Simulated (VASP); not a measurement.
Input of a VASP 6.6.1 run:

INCAR

```
SYSTEM = CaMg4Cl10
PREC = Accurate
ENCUT = 520
EDIFF = 1E-6
ISMEAR = -1
SIGMA = 0.0991
LREAL = Auto
LASPH = .True.
NELM = 60
ALGO = Normal
ISIF = 2
LWAVE = .False.
LCHARG = .False.
GGA = PE
NBANDS = 57
ISYM = 0
```

File KPOINTS:

```
Automatic mesh
0
Gamma
  1 1 1
  0 0 0
```

The input POSCAR:

```
CaMg4Cl10
1.0
    7.2914250000     -0.0987590000     -0.1794660000
   -0.0987590000      7.2785010000     -0.1619410000
   -0.1794660000     -0.1619410000      7.5467340000
Ca Cl Mg
1 10 4
Direct
    0.3529899559      0.5950376775      0.6050252589
    0.7451171548      0.2466102265      0.0321892228
    0.9749192067      0.6048481075      0.8293051746
    0.7525531768      0.8420375474      0.2400302052
    0.6325212876      0.4598157424      0.4336898699
    0.1764280415      0.0454300317      0.0621132028
   -0.0580850080      0.0403856280      0.5424151434
    0.3582935168      0.3419177127      0.8361854281
    0.4980896243      0.8077002006      0.8628011708
    0.1739168011      0.5482780265      0.2786651609
    0.3984377119      1.0748194608      0.4819052004
    0.6694680734      0.1493307382      0.3768652143
    0.1078732116      0.8965120090      0.3168444290
    0.6800154036      0.5635650460     -0.0231620816
    0.0889636348      0.3391269780      0.9970179828
```

Potentials or basis: VASP PAW PBE potentials, release 64 (Ca_sv, Cl, Mg).

The run is started by

```console
$ cat potpaw_PBE.64/Ca_sv/POTCAR potpaw_PBE.64/Cl/POTCAR potpaw_PBE.64/Mg/POTCAR > POTCAR
$ mpirun -np 1 vasp_gam > vasp.out
```

Q: Predict the pressure.

A: 1.2 GPa.

Q: What does it give for the largest force?

A: 1.667 eV/Å.

Forces in eV/Å, atoms in the order of the input:
```
Ca  -0.095  0.011  0.050
Cl   0.550  0.560  0.253
Cl  -0.256 -0.395  0.276
Cl   0.057 -0.843 -0.860
Cl   0.259  0.386  0.242
Cl  -0.075 -0.388  0.056
Cl   0.279  0.687  0.862
Cl   0.317  0.301 -0.064
Cl   0.372 -0.528 -0.167
Cl  -0.200  0.641  0.110
Cl  -1.225 -1.130 -0.035
Mg   1.062 -0.607 -0.588
Mg  -0.513  0.236 -0.225
Mg  -0.048  0.690  0.136
Mg  -0.483  0.379 -0.045
```

Caveat: the k points lie up to 0.86 Å⁻¹ apart, too coarse for converged energies, forces and pressures; the atoms stand as in a frame of molecular dynamics.
